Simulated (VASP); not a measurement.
# H17O8F in VASP: a series of runs, part 2 of 3

VASP 6.6.1.

**3. Single point, r2SCAN**

POSCAR reads:

```
H17O8F
1.0
    6.4950650000      0.0000000000      0.0000000000
    0.0000000000      6.4950650000      0.0000000000
    0.0000000000      0.0000000000      6.4950650000
O H F
8 17 1
Direct
    0.7859351677      0.1944861214      0.5025661791
    0.2498050443      0.4911421210      0.7275831728
    0.9686277197      0.2987806896      1.0175263835
    0.4811499192     -0.0843717499      0.6303555084
    0.1603987027     -0.0187526992      0.3691418023
    0.1617227849      0.6329574839      0.1697134671
    0.5340208297      0.5235051535      0.3796574784
    0.7697536514      0.6932186206      0.7946802688
    0.7318017603      0.3450619817      0.5199793997
    0.6624106148      0.0864810437      0.5263688662
    0.1694363336      0.6085851335      0.7102469336
    0.3624290134      0.5233050016      0.6502475341
    1.0532304142      0.3278335167      0.8847486515
    0.9962640867      0.1574272159      1.1007126180
    0.5054914770      0.0357810122      0.7278910989
    0.3391651970     -0.0677745334      0.5902789272
    0.1336861140     -0.1609221771      0.3047698522
    0.0366739979      0.0572434610      0.3920515037
    0.2828917032      0.6593005613      0.0917003910
    0.0782902096      0.5338514703      0.1051105724
    0.5631814308      0.6645353049      0.3308357961
    0.4116817923      0.4742061858      0.2843697484
    0.6815174290      0.7791607936      0.7215940102
    0.7040422228      0.5859679618      0.8744639199
    0.7594997125      0.7795149086      0.0110699431
    0.6772372563      0.8009927537      0.1383511943
```

INCAR.step1 reads:

```
  PREC = Accurate
  ENCUT = 520
  ISMEAR = -1
  SIGMA = 0.05
  LREAL = Auto
  LASPH = True
  NELM = 80
  NBANDS = 55
  GGA = PE
  ALGO = Normal
  EDIFF = 1E-4
  LWAVE = True
  LCHARG = False
```

INCAR.step2 reads:

```
  PREC = Accurate
  ENCUT = 520
  EDIFF = 1E-6
  ISMEAR = -1
  SIGMA = 0.05
  LREAL = Auto
  LASPH = True
  NELM = 80
  ALGO = Normal
  ISIF = 2
  LWAVE = False
  LCHARG = True
  METAGGA = R2SCAN
  LMIXTAU = True
  LELF = True
  LVHAR = True
  NBANDS = 55
  ISTART = 1
```

KPOINTS reads:

```
Automatic mesh
0
Gamma
  1 1 1
```

Potentials or basis: VASP PAW PBE potentials, release 64 (O, H, F).

Launch:

```console
cat potpaw_PBE.64/O/POTCAR potpaw_PBE.64/H/POTCAR potpaw_PBE.64/F/POTCAR > POTCAR
cp INCAR.step1 INCAR
mpirun -np 1 vasp_gam > vasp.out
cp INCAR.step2 INCAR
mpirun -np 1 vasp_gam > vasp.out
```

OUTCAR:

```text
PREC = Accurate
   ENCUT = 520
   EDIFF = 1E-6
   ISMEAR = -1
   LREAL = Auto
   LASPH = True
   NELM = 80
   ISIF = 2
   METAGGA = R2SCAN
   ISTART = 1

 ion  position               nearest neighbor table
   1  0.786  0.194  0.503-   9 1.05  10 1.08
   2  0.250  0.491  0.728-  12 0.91  11 0.93
   3  0.969  0.299  0.018-  13 1.04  14 1.08
   4  0.481  0.916  0.630-  16 0.96  15 1.02
   5  0.160  0.981  0.369-  18 0.95  17 1.03
   6  0.162  0.633  0.170-  20 0.94  19 0.95
   7  0.534  0.524  0.380-  21 0.99  22 1.06
   8  0.770  0.693  0.795-  23 0.93  24 0.97
   9  0.732  0.345  0.520-   1 1.05
  10  0.662  0.086  0.526-   1 1.08
  11  0.169  0.609  0.710-   2 0.93
  12  0.362  0.523  0.650-   2 0.91
  13  0.053  0.328  0.885-   3 1.04
  14  0.996  0.157  0.101-   3 1.08
[... 10 lines left out ...]
  25  0.759  0.780  0.011-  26 0.99
  26  0.677  0.801  0.138-  25 0.99

  LATTYP: Found a simple cubic cell.
 ALAT       =     6.4950650000

  Lattice vectors:

 A1 = (   6.4950650000,   0.0000000000,   0.0000000000)
 A2 = (   0.0000000000,   6.4950650000,   0.0000000000)
 A3 = (   0.0000000000,   0.0000000000,   6.4950650000)

Analysis of symmetry for initial positions (statically):
=====================================================================
 Subroutine PRICEL returns:
 Original cell was already a primitive cell.

 Routine SETGRP: Setting up the symmetry group for a
 simple cubic supercell.

 Subroutine GETGRP returns: Found  1 space group operations
 (whereof  1 operations were pure point group operations)
 out of a pool of 48 trial point group operations.

The static configuration has the point symmetry C_1 .

Analysis of symmetry for dynamics (positions and initial velocities):
=====================================================================
 Subroutine PRICEL returns:
 Original cell was already a primitive cell.

 Routine SETGRP: Setting up the symmetry group for a
 simple cubic supercell.

 Subroutine GETGRP returns: Found  1 space group operations
 (whereof  1 operations were pure point group operations)
 out of a pool of 48 trial point group operations.

The dynamic configuration has the point symmetry C_1 .

 Subroutine INISYM returns: Found  1 space group operations
 (whereof  1 operations are pure point group operations),
 and found     1 'primitive' translations

----------------------------------------------------------------------------------------

                                     Primitive cell

  volume of cell :     274.0000

  direct lattice vectors                    reciprocal lattice vectors
     6.495065000  0.000000000  0.000000000     0.153963047  0.000000000  0.000000000
     0.000000000  6.495065000  0.000000000     0.000000000  0.153963047  0.000000000
     0.000000000  0.000000000  6.495065000     0.000000000  0.000000000  0.153963047

  length of vectors
     6.495065000  6.495065000  6.495065000     0.153963047  0.153963047  0.153963047

  position of ions in fractional coordinates (direct lattice)
     0.785935168  0.194486121  0.502566179
     0.249805044  0.491142121  0.727583173
     0.968627720  0.298780690  0.017526383
     0.481149919  0.915628250  0.630355508
     0.160398703  0.981247301  0.369141802
     0.161722785  0.632957484  0.169713467
[... 18 lines left out ...]
     0.759499713  0.779514909  0.011069943
     0.677237256  0.800992754  0.138351194

  ion indices of the primitive-cell ions
   primitive index   ion index
                 1           1
                 2           2
                 3           3
                 4           4
                 5           5
                 6           6
[... 18 lines left out ...]
                25          25
                26          26

----------------------------------------------------------------------------------------

 KPOINTS: Automatic mesh

Automatic generation of k-mesh.
 Grid dimensions read from file:
 generate k-points for:    1    1    1

 Generating k-lattice:

  Cartesian coordinates                     Fractional coordinates (reciprocal lattice)
     0.153963047  0.000000000  0.000000000     1.000000000  0.000000000  0.000000000
     0.000000000  0.153963047  0.000000000     0.000000000  1.000000000  0.000000000
     0.000000000  0.000000000  0.153963047     0.000000000  0.000000000  1.000000000

  Length of vectors
     0.153963047  0.153963047  0.153963047

  Shift w.r.t. Gamma in fractional coordinates (k-lattice)
     0.000000000  0.000000000  0.000000000

 Subroutine IBZKPT returns following result:
 ===========================================

 Found      1 irreducible k-points:

 Following reciprocal coordinates:
            Coordinates               Weight
  0.000000  0.000000  0.000000      1.000000
   k-points           NKPTS =      1   k-points in BZ     NKDIM =      1   number of bands    NBANDS=     55
   number of dos      NEDOS =    301   number of ions     NIONS =     26
   total plane-waves  NPLWV = 110592
   dimension x,y,z NGX =    48 NGY =   48 NGZ =   48
   dimension x,y,z NGXF=    96 NGYF=   96 NGZF=   96
   ions per type =               8  17   1
   NGX,Y,Z   is equivalent  to a cutoff of  12.29, 12.29, 12.29 a.u.
   NGXF,Y,Z  is equivalent  to a cutoff of  24.57, 24.57, 24.57 a.u.
 SYSTEM =  unknown system
   PREC   = accura    normal or accurate (medium, high low for compatibility)
   ISTART =      1    job   : 0-new  1-cont  2-samecut
   ICHARG =      0    charge: 1-file 2-atom 10-const
   ISPIN  =      1    spin polarized calculation?
   LNONCOLLINEAR =      F non collinear calculations
   LSORBIT =      F    spin-orbit coupling
   LASPH  =      T    aspherical Exc in radial PAW
   ENCUT  =  520.0 eV  38.22 Ry    6.18 a.u.  12.08 12.08 12.08*2*pi/ulx,y,z
   NELM   =     80;   NELMIN=  2; NELMDL=  0     # of ELM steps
   EDIFF  = 0.1E-05   stopping-criterion for ELM
   LREAL  =      T    real-space projection
   EDIFFG = 0.1E-04   stopping-criterion for IOM
   NSW    =      0    number of steps for IOM
   IBRION =     -1    ionic relax: 0-MD 1-quasi-New 2-CG
   NFREE  =      0    steps in history (QN), initial steepest desc. (CG)
   ISIF   =      2    stress and relaxation
   ISYM   =      2    0-nonsym 1-usesym 2-fastsym
   POTIM  = 0.5000    time-step for ionic-motion
   TEBEG  =    0.0;   TEEND  =   0.0 temperature during run
   PSTRESS=    0.0 pullay stress
   NELECT =      72.0000    total number of electrons
   NUPDOWN=      -1.0000    fix difference up-down
   EMIN   =  10.00;   EMAX   =-10.00  energy-range for DOS
   EFERMI =   0.00;   METHOD = LEGACY
   ISMEAR =    -1;   SIGMA  =   0.05  broadening in eV -4-tet -1-fermi 0-gaus
   EFERMI_NEDOS =   21; number of points for ismear=-14 and -15
   IALGO  =     38    algorithm
   IMIX   =      4    mixing-type and parameters
     AMIX     =   0.40;   BMIX     =  1.00
     AMIX_MAG =   1.60;   BMIX_MAG =  1.00
  volume/ion in A,a.u.               =      10.54        71.12
  Fermi-wavevector in a.u.,A,eV,Ry     =   1.048581  1.981532 14.959919  1.099523
  Thomas-Fermi vector in A             =   2.183509
   LORBIT       =      0    0 simple, 1 ext, 2 COOP (PROOUT), +10 PAW based schemes
   METAGGA = R2SCAN    functional components
   LHFCALC =     F    Hartree Fock is set to
   AEXX    =    0.0000 exact exchange contribution
   IVDW    =     0    specifies the selected vdW correction
   LEPSILON=     F    determine dielectric tensor
   LRPA    =     F    only Hartree local field effects (RPA)
 non-spin polarized calculation
  energy-cutoff  :      520.00
  volume of cell :      274.00
 maximum number of plane-waves:      3625
   NGX = 25   NGY = 25   NGZ = 25

 number of electron      72.0000004 magnetization

 Free energy of the ion-electron system (eV)
  ---------------------------------------------------
  ext. energy  EPLUGINS =         0.00000000
  ---------------------------------------------------
  free energy    TOTEN  =      -133.44717759 eV

  energy without entropy =     -133.44717759  energy(sigma->0) =     -133.44717759

 E-fermi :  -2.4326     XC(G=0):  -6.9300

 val. band max:       -3.6724910277   @ k =   0.0000   0.0000   0.0000
 cond. band min:       0.7663671853   @ k =   0.0000   0.0000   0.0000
 fundamental gap:      4.4388582130
 Fermi energy:        -2.4325907127

 k-point     1 :       0.0000    0.0000    0.0000
  band No.  band energies     occupation
      1     -28.0754      2.00000
      2     -25.0142      2.00000
      3     -24.6436      2.00000
      4     -24.4892      2.00000
      5     -24.4355      2.00000
      6     -22.9591      2.00000
[... 40 lines left out ...]
     47       6.8036      0.00000
     48       7.0318      0.00000
 [bands above 48 left out]

------------------------ aborting loop because EDIFF is reached ----------------------------------------

  FORCE on cell =-STRESS in cart. coord.  units (eV):
  Direction    XX          YY          ZZ          XY          YZ          ZX
  --------------------------------------------------------------------------------------
  -------------------------------------------------------------------------------------
  Total        1.2821758     -7.3916647     -2.6370787     -3.4041116      0.7542361     -0.4489443
  in kB        7.4973477    -43.2217489    -15.4199574    -19.9050775      4.4102923     -2.6251402
  external PRESSURE =     -17.0481196 kB  Pullay stress =       0.0000000 kB

 VOLUME and BASIS-vectors are now :
 -----------------------------------------------------------------------------
  energy-cutoff  :      520.00
  volume of cell :      274.00
      direct lattice vectors                 reciprocal lattice vectors
     6.495065000  0.000000000  0.000000000     0.153963047  0.000000000  0.000000000
     0.000000000  6.495065000  0.000000000     0.000000000  0.153963047  0.000000000
     0.000000000  0.000000000  6.495065000     0.000000000  0.000000000  0.153963047

 POSITION                                       TOTAL-FORCE (eV/Angst)
 -----------------------------------------------------------------------------------
      5.10470      1.26320      3.26420        -2.521593      0.036124      1.025620
      1.62250      3.19000      4.72570        -1.707831     -1.874800      2.357684
      6.29130      1.94060      0.11384         1.036686     -1.614635     -0.111267
      3.12510      5.94707      4.09420         1.083356      2.019260      2.068117
      1.04180      6.37326      2.39760         0.774108     -1.579432     -0.508770
      1.05040      4.11110      1.10230         0.835607      1.569573      1.463098
[... 18 lines left out ...]
      4.93300      5.06300      0.07190        -0.495809      0.275783      0.279602
      4.39870      5.20250      0.89860         0.505313      0.656617     -0.247872
 -----------------------------------------------------------------------------------
    total drift:                               -0.010573      0.009343      0.005549

  FREE ENERGIE OF THE ION-ELECTRON SYSTEM (eV)
  ---------------------------------------------------
  free  energy   TOTEN  =      -133.4471775899 eV

  energy  without entropy=     -133.4471775899  energy(sigma->0) =     -133.44717759
```

Run time: 75 s. Hardware: 1 thread of Intel Xeon Platinum 8488C (Sapphire Rapids), shared host; peak memory 0.33 GiB.

Results:

```yaml
Free_energy: -133.4472 eV
Pressure: -1.7 GPa
Largest_force: 4.133 eV/Å
Band_gap_on_the_k_mesh: 4.44 eV
```

Forces on the atoms (eV/Å):
```
O   -2.522  0.036  1.026
O   -1.708 -1.875  2.358
O    1.037 -1.615 -0.111
O    1.083  2.019  2.068
O    0.774 -1.579 -0.509
O    0.836  1.570  1.463
O   -2.403 -0.360 -1.443
O    3.085 -1.583  1.886
H    0.477 -2.942 -0.753
H    2.423  2.674 -0.975
H   -1.616  1.521 -0.122
H    3.154  0.261 -2.383
H   -0.936 -1.553  2.187
H   -0.016  3.323 -2.457
H   -0.551 -1.588 -0.953
H   -0.864  0.201 -1.087
H   -0.123  1.579  0.566
H   -1.036  0.207  0.472
H    0.245  0.047 -0.758
H   -1.078 -1.795 -0.799
H   -0.021 -0.960  0.165
H    2.354  0.966  2.137
H   -2.167  0.749 -1.163
H   -0.436 -0.237 -0.846
H   -0.496  0.276  0.280
F    0.505  0.657 -0.248
```

Caveat: the k points lie up to 0.97 Å⁻¹ apart; the PAW data sets were made with another functional, which shifts forces and pressure a little.

**4. Single point, r2SCAN**

POSCAR reads:

```
H17O8F
1.0
    6.4950650000      0.0000000000      0.0000000000
    0.0000000000      6.4950650000      0.0000000000
    0.0000000000      0.0000000000      6.4950650000
O H F
8 17 1
Direct
    0.7726789493      0.1875885769      0.5001489592
    0.2703283185      0.4955762567      0.7245039118
    0.9866413962      0.3228143213      1.0128920958
    0.4811961081     -0.1001375660      0.6310329458
    0.1638166824     -0.0028329201      0.3614436499
    0.1556258482      0.6529572837      0.1781198495
    0.5435665386      0.5218577489      0.3702965251
    0.7766665923      0.7032570113      0.7945263057
    0.7482142211      0.3389650450      0.4484481680
    0.6343739439      0.1253721094      0.4433673874
    0.1528237208      0.5544671223      0.6558671853
    0.3785951334      0.5487089044      0.6535423433
    1.0461789066      0.2545317098      0.8838556658
    1.0265332218      0.1944707251      1.1035763306
    0.4763462721      0.0199997998      0.7282452139
    0.3719439297     -0.0990290320      0.5254296916
    0.1286361260     -0.1516536016      0.3135457459
    0.0435715424      0.0608615926      0.4025363872
    0.2828147216      0.6751125662      0.1118695502
    0.1176277682      0.5337590925      0.1070351105
    0.5503717053      0.6668755432      0.3700193916
    0.4166547987      0.4990404253      0.2723298381
    0.6526031687      0.6981300418      0.7176063673
    0.7701231627      0.5625809749      0.8587135002
    0.7501541555      0.8542023829      0.0361505235
    0.6679224919      0.7957118212      0.1397522581
```

Changes to INCAR.step1 since step 3:

```diff
@@ -6,3 +6,3 @@
   LASPH = True
-  NELM = 80
+  NELM = 100
   NBANDS = 55
```

INCAR.step2 reads:

```
  PREC = Accurate
  ENCUT = 520
  EDIFF = 1E-6
  ISMEAR = -1
  SIGMA = 0.05
  LREAL = Auto
  LASPH = True
  NELM = 100
  ALGO = Normal
  ISIF = 2
  LWAVE = False
  LCHARG = False
  METAGGA = R2SCAN
  LMIXTAU = True
  NBANDS = 55
  ISTART = 1
```

KPOINTS is that of step 3.

Launch:

```console
cat potpaw_PBE.64/O/POTCAR potpaw_PBE.64/H/POTCAR potpaw_PBE.64/F/POTCAR > POTCAR
cp INCAR.step1 INCAR
mpirun -np 1 vasp_gam > vasp.out
cp INCAR.step2 INCAR
mpirun -np 1 vasp_gam > vasp.out
```

Wall time 71 s (1 thread of Intel Xeon Platinum 8488C (Sapphire Rapids), shared host); peak memory 0.33 GiB.

Results (log left out):

* Free energy: -133.1603 eV
* Pressure: -0.5 GPa
* Largest force: 4.734 eV/Å
* Band gap on the k mesh: 4.77 eV

Forces in eV/Å, atoms in the order of the input:
```
O   -2.716  1.750 -2.205
O   -2.833 -1.425  1.955
O    1.802 -4.364 -0.354
O   -0.177  0.554  0.415
O    2.084 -2.834 -1.543
O    0.608  1.069  1.215
O   -2.837 -1.760 -1.423
O    1.280 -2.476  0.902
H    0.392 -2.506  0.880
H    2.801  0.767  1.315
H   -0.299  0.067  0.149
H    2.852  1.064 -1.954
H   -0.879  1.701  1.123
H   -0.919  2.441 -0.695
H   -0.330 -1.334 -1.601
H   -0.248  1.161  0.888
H    0.091  2.098  0.397
H   -2.601  1.103  1.232
H    1.253  1.120 -0.797
H   -1.852 -2.344 -1.079
H    0.622  1.285 -0.053
H    2.394  0.063  2.154
H   -0.886  1.003 -0.776
H    0.648  1.407 -0.232
H   -0.074 -0.544 -0.604
F   -0.178  0.934  0.690
```

Stress tensor (GPa, compression positive):
```
 1.29  0.84 -2.84
 0.84 -2.48 -1.02
-2.84 -1.02 -0.35
```

Levels at points of the mesh, in eV from the valence-band top:
| k point | band 33 | band 34 | band 35 | band 36 | band 37 | band 38 | band 39 | band 40 |
| --- | --- | --- | --- | --- | --- | --- | --- | --- |
| (0.00, 0.00, 0.00) | -0.52 | -0.44 | -0.24 | 0.00 | 4.77 | 7.88 | 8.29 | 8.54 |

Caveat: the k points lie up to 0.97 Å⁻¹ apart; the PAW data sets were made with another functional, which shifts forces and pressure a little.

(Part 2 of 3 ends here.)
